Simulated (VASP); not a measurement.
Wanted: the native input for a VASP 6.6.1 run.

| Property | Result |
| --- | --- |
| Task | single point |
| Functional | PBEsol |
| Potentials or basis | VASP PAW PBE potentials, release 64 (Ba_sv) |
| Cutoff | 520 eV |
| k mesh | 9 × 9 × 9 |
| Occupations | fermi-dirac, width 0.1 eV |
| Spin | no spin polarisation |
| Dipole correction | no |
| Further INCAR settings | ALGO = Normal; EDIFF = 1e-06; NBANDS = 11 |

The structure of Ba lies in POSCAR:

```
Ba
1.0
    3.7565993524      0.0000000000      0.0000000000
    0.0000000000      3.7565993524      0.0000000000
    0.0000000000      0.0000000000      3.7565993524
Ba
1
Direct
    0.0000000000      0.0000000000      0.0000000000
```

This isn't the form of Ba at room conditions, which is bcc.

These files were run (other wordings do the same):

INCAR

```
ALGO = Normal
EDIFF = 1E-6
ENCUT = 520
GGA = PS
ISIF = 2
ISMEAR = -1
LASPH = T
LCHARG = F
LREAL = F
LWAVE = F
NBANDS = 11
NELM = 80
PREC = Accurate
SIGMA = 0.1
```

KPOINTS

```
k-points
0
Gamma
  9 9 9
```

Potentials or basis: VASP PAW PBE potentials, release 64 (Ba_sv).

Launch:

```sh
$ cat potpaw_PBE.64/Ba_sv/POTCAR > POTCAR
$ mpirun -np 1 vasp_std > vasp.out
```

It gave:

```yaml
Pressure: 0.7 GPa
```

Caveat: the PAW data sets were made with another functional, which shifts forces and pressure a little.

Wall time 6.1 s on 1 thread of Intel(R) Xeon(R) 6975P-C (Granite Rapids), with other jobs on the host, peak memory 0.16 GiB.
